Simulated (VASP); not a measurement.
# Zn6S5 (a cell with a defect) in VASP: further runs

Zn6S5 (a cell with a defect) is run at these levels: PBE; tasks: single point.

Everything below comes from runs of VASP 6.6.1. Logs are shortened: lines on timing, memory, paths and dates and some standing lists are left out, and cuts for length are marked.

## (1) The cell of the first run

The cell holds a defect, 11 atoms: a = 6.305 Å, b = 6.658 Å, c = 6.658 Å, α = 120.00°, β = 90.00°, γ = 90.00°.

## (2) Single point, PBE, collinear spin

INCAR reads:

```
ALGO     = Normal         # electronic algorithm
EDIFF    = 1E-6           # SCF threshold, eV
ENCUT    = 520            # plane-wave cutoff, eV
GGA      = PE             # functional
ISIF     = 2              # what is computed and relaxed
ISMEAR   = 0              # smearing method
ISPIN    = 2              # spin polarisation
LASPH    = True           # aspherical terms in the spheres
LCHARG   = False          # write CHGCAR
LORBIT   = 11             # projections on sites
LREAL    = False          # projectors in reciprocal space
LWAVE    = False          # write WAVECAR
MAGMOM   = 0.75 0 0 0.75 0.75 0.75 0 0 0 0 0 # initial moments
NBANDS   = 66             # bands
NELECT   = 101.0        
NELM     = 150            # most SCF steps
PREC     = Accurate       # precision mode
SIGMA    = 0.01           # smearing width, eV
```

KPOINTS reads:

```
k-points
0
Gamma
  2 2 2
```

POSCAR reads:

```
Zn6S5
1.0
    0.0000000000      0.0000000000     -6.3046430411
   -5.7661004008     -3.3290596185      0.0000000000
    0.0000000001      6.6581192371      0.0000000000
Zn S
6 5
Direct
    1.0779913326      0.6666666667      0.6666666667
    0.9938540091      1.0000000000      0.3333333333
    0.9938540091      0.3333333333      1.0000000000
    0.4849420247      0.3124880809      0.3124880809
    0.4849420247      0.6666666667      1.0208452524
    0.4849420247      1.0208452524      0.6666666667
    0.6237986928      1.0000000000      0.3333333333
    0.6237986928      0.3333333333      1.0000000000
    0.1188701719      0.3275916703      0.3275916703
    0.1188701719      0.6666666667      1.0057416631
    0.1188701719      1.0057416631      0.6666666667
```

Potentials or basis: VASP PAW PBE potentials, release 64 (Zn, S).

Started as:

```console
cat potpaw_PBE.64/Zn/POTCAR potpaw_PBE.64/S/POTCAR > POTCAR
mpirun -np 1 vasp_std > vasp.out
```

OUTCAR:

```text
EDIFF = 1E-6
   ENCUT = 520
   GGA = PE
   ISIF = 2
   ISMEAR = 0
   ISPIN = 2
   LASPH = True
   LORBIT = 11
   LREAL = False
   NELECT = 101.0
   NELM = 150
   PREC = Accurate

 ion  position               nearest neighbor table
   1  0.078  0.667  0.667-   9 2.27  10 2.27  11 2.27
   2  0.994  0.000  0.333-   7 2.33  10 2.34   9 2.34  11 2.34
   3  0.994  0.333  0.000-   8 2.33  11 2.34   9 2.34  10 2.34
   4  0.485  0.312  0.312-   9 2.31   8 2.32   7 2.32
   5  0.485  0.667  0.021-  10 2.31   7 2.32   8 2.32
   6  0.485  0.021  0.667-  11 2.31   8 2.32   7 2.32
   7  0.624  0.000  0.333-   5 2.32   4 2.32   6 2.32   2 2.33
   8  0.624  0.333  0.000-   6 2.32   4 2.32   5 2.32   3 2.33
   9  0.119  0.328  0.328-   1 2.27   4 2.31   3 2.34   2 2.34
  10  0.119  0.667  0.006-   1 2.27   5 2.31   2 2.34   3 2.34
  11  0.119  0.006  0.667-   1 2.27   6 2.31   3 2.34   2 2.34

  LATTYP: Found a hexagonal cell.
 ALAT       =     6.6581192371
 C/A-ratio  =     0.9469105038

  Lattice vectors:

 A1 = (  -5.7661004008,  -3.3290596185,   0.0000000000)
 A2 = (   0.0000000001,   6.6581192371,   0.0000000000)
 A3 = (   0.0000000000,   0.0000000000,  -6.3046430411)

Analysis of symmetry for initial positions (statically):
=====================================================================
 Subroutine PRICEL returns:
 Original cell was already a primitive cell.

 Routine SETGRP: Setting up the symmetry group for a
 hexagonal supercell.

 Subroutine GETGRP returns: Found  6 space group operations
 (whereof  2 operations were pure point group operations)
 out of a pool of 24 trial point group operations.

The static configuration has the point symmetry C_1h.
 The point group associated with its full space group is C_3v.

Analysis of symmetry for dynamics (positions and initial velocities):
=====================================================================
 Subroutine PRICEL returns:
 Original cell was already a primitive cell.

 Routine SETGRP: Setting up the symmetry group for a
 hexagonal supercell.

 Subroutine GETGRP returns: Found  6 space group operations
 (whereof  2 operations were pure point group operations)
 out of a pool of 24 trial point group operations.

The dynamic configuration has the point symmetry C_1h.
 The point group associated with its full space group is C_3v.

Analysis of structural, dynamic, and magnetic symmetry:
=====================================================================
 Subroutine PRICEL returns:
 Original cell was already a primitive cell.

[... 160 lines left out ...]

 spin component 1

 k-point     1 :       0.0000    0.0000    0.0000
  band No.  band energies     occupation
      1     -11.8829      1.00000
      2     -11.1031      1.00000
      3     -10.9293      1.00000
      4     -10.9293      1.00000
      5     -10.9196      1.00000
      6      -5.1937      1.00000
[... 249 lines left out ...]
     61       6.9120      0.00000
     62       7.0539      0.00000
 Fermi energy:         3.0090022282

 spin component 2

 k-point     1 :       0.0000    0.0000    0.0000
  band No.  band energies     occupation
      1     -11.8644      1.00000
      2     -11.0852      1.00000
      3     -10.9116      1.00000
      4     -10.9116      1.00000
      5     -10.9022      1.00000
      6      -5.1901      1.00000
[... 249 lines left out ...]
     61       6.9653      0.00000
     62       7.0685      0.00000
 [bands above 62 left out]

------------------------ aborting loop because EDIFF is reached ----------------------------------------

  FORCE on cell =-STRESS in cart. coord.  units (eV):
  Direction    XX          YY          ZZ          XY          YZ          ZX
  --------------------------------------------------------------------------------------
  -------------------------------------------------------------------------------------
  Total       -5.5633172     -5.5633172     -3.8771535     -0.0000000      0.0000000     -0.0000000
  in kB      -36.8256256    -36.8256256    -25.6642933     -0.0000000      0.0000000     -0.0000000
  external PRESSURE =     -33.1051815 kB  Pullay stress =       0.0000000 kB

 VOLUME and BASIS-vectors are now :
 -----------------------------------------------------------------------------
  energy-cutoff  :      520.00
  volume of cell :      242.04
      direct lattice vectors                 reciprocal lattice vectors
     0.000000000  0.000000000 -6.304643041     0.000000000  0.000000000 -0.158613262
    -5.766100401 -3.329059619  0.000000000    -0.173427435  0.000000000  0.000000000
     0.000000000  6.658119237  0.000000000    -0.086713717  0.150192564  0.000000000

 POSITION                                       TOTAL-FORCE (eV/Angst)
 -----------------------------------------------------------------------------------
     -3.84407      2.21937     -0.49171         0.000000      0.000000      0.001954
      0.00000      2.21937     -6.26589         0.000000      0.000000      0.004027
     -1.92203     -1.10969     -6.26589         0.000000      0.000000      0.004027
     -1.80184      1.04029     -3.05739        -0.010263      0.005925     -0.019027
     -3.84407     -2.08058     -3.05739        -0.000000     -0.011851     -0.019027
     -0.12020      4.36935     -3.05739         0.010263      0.005925     -0.019027
      0.00000      2.21937     -3.93283         0.000000      0.000000      0.003593
     -1.92203     -1.10969     -3.93283         0.000000      0.000000      0.003593
     -1.88893      1.09057     -0.74943        -0.021866      0.012624      0.013296
     -3.84407     -2.18114     -0.74943        -0.000000     -0.025249      0.013296
     -0.03311      4.41963     -0.74943         0.021866      0.012624      0.013296
 -----------------------------------------------------------------------------------
    total drift:                                0.000208     -0.000113      0.000227

  FREE ENERGIE OF THE ION-ELECTRON SYSTEM (eV)
  ---------------------------------------------------
  free  energy   TOTEN  =       -35.5856101709 eV

  energy  without entropy=      -35.5846460314  energy(sigma->0) =      -35.58512810

 total charge

# of ion       s       p       d       tot
------------------------------------------
    1        0.534   0.428   9.787  10.749
    2        0.509   0.460   9.796  10.765
    3        0.509   0.460   9.796  10.765
    4        0.530   0.388   9.782  10.700
    5        0.530   0.388   9.782  10.700
    6        0.530   0.388   9.782  10.700
    7        1.324   2.389   0.000   3.714
    8        1.324   2.389   0.000   3.714
    9        1.315   2.416   0.000   3.730
   10        1.315   2.416   0.000   3.730
   11        1.315   2.416   0.000   3.730
--------------------------------------------------
tot          9.734  14.537  58.725  82.996

 magnetization (x)

# of ion       s       p       d       tot
------------------------------------------
    1        0.001   0.006   0.001   0.008
    2       -0.000   0.002   0.001   0.003
    3       -0.000   0.002   0.001   0.003
    4        0.009   0.019   0.000   0.029
    5        0.009   0.019   0.000   0.029
    6        0.009   0.019   0.000   0.029
    7       -0.000   0.010   0.000   0.010
    8       -0.000   0.010   0.000   0.010
    9        0.001   0.010   0.000   0.011
   10        0.001   0.010   0.000   0.011
   11        0.001   0.010   0.000   0.011
--------------------------------------------------
tot          0.031   0.120   0.003   0.154
```

Wall time 4.4 min (1 thread of AMD EPYC 7R13 (Zen 3), shared host); peak memory 0.42 GiB.

Results:

| Item | Value |
| --- | --- |
| Free energy | -35.5856 eV |
| Largest force | 0.029 eV/Å |
| Net moment | 0.50 μB per cell |
| Site moments | Zn +0.01, +0.00, +0.03; S +0.01 μB |
| Valence electrons inside the program's atomic spheres | Zn 10.75, 10.77, 10.70; S 3.71, 3.73 |

Forces on the atoms (eV/Å):
```
Zn   0.000  0.000  0.002
Zn   0.000  0.000  0.004
Zn   0.000  0.000  0.004
Zn  -0.010  0.006 -0.019
Zn   0.000 -0.012 -0.019
Zn   0.010  0.006 -0.019
S    0.000  0.000  0.004
S    0.000  0.000  0.004
S   -0.022  0.013  0.013
S    0.000 -0.025  0.013
S    0.022  0.013  0.013
```

Caveat: the k points lie up to 0.54 Å⁻¹ apart; the cell carries a net charge on a neutralising background, which shifts energy and pressure; the cell is charged against a uniform background, so pressure and absolute levels hang on convention.

## (3) Single point, PBE, collinear spin

INCAR reads:

```
SYSTEM = Zn6S5
PREC = Accurate
ENCUT = 520
EDIFF = 1E-7
ISMEAR = 0
SIGMA = 0.01
LREAL = .FALSE.
LASPH = .TRUE.
NELM = 150
ALGO = Normal
ISIF = 2
LWAVE = .FALSE.
LCHARG = .FALSE.
ISPIN = 2
MAGMOM = 0.75 0 0 0.75 0.75 0.75 0 0 0 0 0
LORBIT = 11
GGA = PE
NBANDS = 66
NELECT = 101.0
```

KPOINTS reads:

```
Automatic mesh
0
G
  2 2 2
  0 0 0
```

POSCAR is that of step 2.

Potentials or basis: VASP PAW PBE potentials, release 64 (Zn, S).

Started as:

```console
cat potpaw_PBE.64/Zn/POTCAR potpaw_PBE.64/S/POTCAR > POTCAR
mpirun -np 1 vasp_std > vasp.out
```

Wall time 3.4 min (1 thread of AMD EPYC 7R13 (Zen 3), shared host); peak memory 0.43 GiB.

It converged, with:

```
Free energy                                           : -35.5856 eV
Largest force                                         : 0.029 eV/Å
Net moment                                            : 0.50 μB per cell
Site moments                                          : Zn +0.01, +0.00, +0.03; S +0.01 μB
Valence electrons inside the program's atomic spheres : Zn 10.75, 10.77, 10.70; S 3.71, 3.73
```

Forces on the atoms (eV/Å):
```
Zn   0.000  0.000  0.002
Zn   0.000  0.000  0.004
Zn   0.000  0.000  0.004
Zn  -0.010  0.006 -0.019
Zn   0.000 -0.012 -0.019
Zn   0.010  0.006 -0.019
S    0.000  0.000  0.004
S    0.000  0.000  0.004
S   -0.022  0.013  0.013
S    0.000 -0.025  0.013
S    0.022  0.013  0.013
```

Levels at points of the mesh, in eV from the Fermi level:
Spin up:
```csv
k point,band 48,band 49,band 50,band 51,band 52,band 53,band 54,band 55
"(0.00, 0.00, 0.00)",-2.60,-2.26,-2.26,-1.30,0.98,1.87,1.87,2.34
"(0.50, 0.00, 0.00)",-3.03,-2.35,-2.35,-0.63,1.18,1.87,1.88,2.30
"(0.00, 0.50, 0.00)",-3.03,-2.67,-2.57,0.00,0.98,1.44,1.82,2.09
"(0.50, 0.50, 0.00)",-3.37,-3.34,-3.25,-0.25,1.35,1.53,1.63,2.41
```
Spin down:
```
           k point  band 47  band 48  band 49  band 50  band 51  band 52  band 53  band 54
(0.00, 0.00, 0.00)    -3.42    -2.56    -2.25    -2.25    -1.04     1.02     2.04     2.04
(0.50, 0.00, 0.00)    -3.00    -3.00    -2.34    -2.34    -0.29     1.22     2.04     2.04
(0.00, 0.50, 0.00)    -3.29    -3.02    -2.65    -2.55     0.36     1.11     1.57     1.89
(0.50, 0.50, 0.00)    -3.45    -3.36    -3.33    -3.23     0.10     1.44     1.63     1.79
```

Caveat: the k points lie up to 0.54 Å⁻¹ apart; the cell carries a net charge on a neutralising background, which shifts energy and pressure; the cell is charged against a uniform background, so pressure and absolute levels hang on convention.
